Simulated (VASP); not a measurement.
Ag:

```
Ag
1.0
     1.41175   -2.54880    0.00000
     1.41175    2.54880    0.00000
     0.00000    0.00000    4.66050
Ag
2
Direct
  0.66227 0.33773 0.25000
  0.33773 0.66227 0.75000
```

- Program: VASP 6.6.1
- Task: relaxation of cell and atoms
- Functional: PBEsol
- Potentials or basis: VASP PAW PBE potentials, release 64 (Ag)
- Cutoff: 600 eV
- k mesh: 16 × 16 × 10
- Occupations: gaussian, width 0.1 eV
- Spin: no spin polarisation

At the start: pressure -0.6 GPa; volume 16.77 Å³/atom.

Problem. Where does the relaxation end?

Solution. Over 16 steps the energy falls by 3.2 meV/atom and the volume is 16.67 Å³/atom (-0.6 %); space group P6_3/mmc (No. 194, to 0.05 Å).

The path:
| step | energy change (eV) | largest force (eV/Å) | pressure (GPa) | volume (Å³) |
| --- | --- | --- | --- | --- |
| 1 | 0.0000 | 0.0038 | -0.60 | 33.54 |
| 2 | -0.0037 | 0.0135 | 0.43 | 33.23 |
| 3 | -0.0041 | 0.0200 | 0.88 | 33.11 |
| 4 | -0.0057 | 0.0327 | -0.22 | 33.40 |
| 5 | -0.0057 | 0.0319 | -0.11 | 33.38 |
| 6 | -0.0057 | 0.0321 | -0.14 | 33.39 |
| 7 | -0.0058 | 0.0312 | 0.02 | 33.35 |
| 8 | -0.0059 | 0.0295 | 0.20 | 33.30 |
| 9 | -0.0060 | 0.0273 | 0.04 | 33.33 |
| 10 | -0.0061 | 0.0228 | -0.15 | 33.37 |
| 11 | -0.0061 | 0.0211 | -0.20 | 33.39 |
| 12 | -0.0062 | 0.0171 | -0.10 | 33.37 |
| 13 | -0.0063 | 0.0069 | 0.09 | 33.32 |
| 14 | -0.0063 | 0.0036 | -0.04 | 33.35 |
| 15 | -0.0064 | 0.0020 | -0.07 | 33.36 |
| 16 | -0.0064 | 0.0005 | 0.02 | 33.34 |

Final structure:
```yaml
crystal:
  lattice:
    - [1.43299, -2.47911, 0.00000]
    - [1.43299, 2.47911, 0.00000]
    - [0.00000, 0.00000, 4.69249]
  atoms:
    - { symbol: Ag, position: [0.66685, 0.33315, 0.25000] }
    - { symbol: Ag, position: [0.33315, 0.66685, 0.75000] }
```

Caveat: the PAW data sets were made with another functional, which shifts forces and pressure a little.
